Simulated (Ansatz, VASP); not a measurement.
# Ga in VASP and in Ansatz

```
CELL_PARAMETERS angstrom
3.02612 0.00000 0.00000
-1.51306 2.62070 0.00000
0.00000 0.00000 4.94165
ATOMIC_POSITIONS crystal
Ga 0.33333 0.66667 0.25000
Ga 0.66667 0.33333 0.75000
```

Alike in both runs: task relaxation of cell and atoms; functional LDA; k mesh 12 × 12 × 7; occupations fermi-dirac, width 0.1 eV; no spin polarisation.

```csv
,VASP,Ansatz
version,VASP 6.6.1,Ansatz 0.2.0
potentials or method,"VASP PAW LDA potentials, release 64 (Ga_d), cutoff 600 eV","plane waves (420 eV) with PAW, scalar-relativistic"
valence electrons in the cell,26,26
```

Ansatz gave:

```
relaxed volume (Å³/atom)                                        : 17.26
relaxed length of the cell vector where the two differ most in proportion (Å) : 4.632
```

Task: Which values does VASP return?

Result: Relaxed volume (Å³/atom): 17.28; relaxed length of the cell vector where the two differ most in proportion (Å): 4.641.

Ansatz warns that its potentials were made for another functional, while VASP's fit it. LDA's correlation is that of Perdew and Zunger in VASP and of Perdew and Wang (1992) in Ansatz.
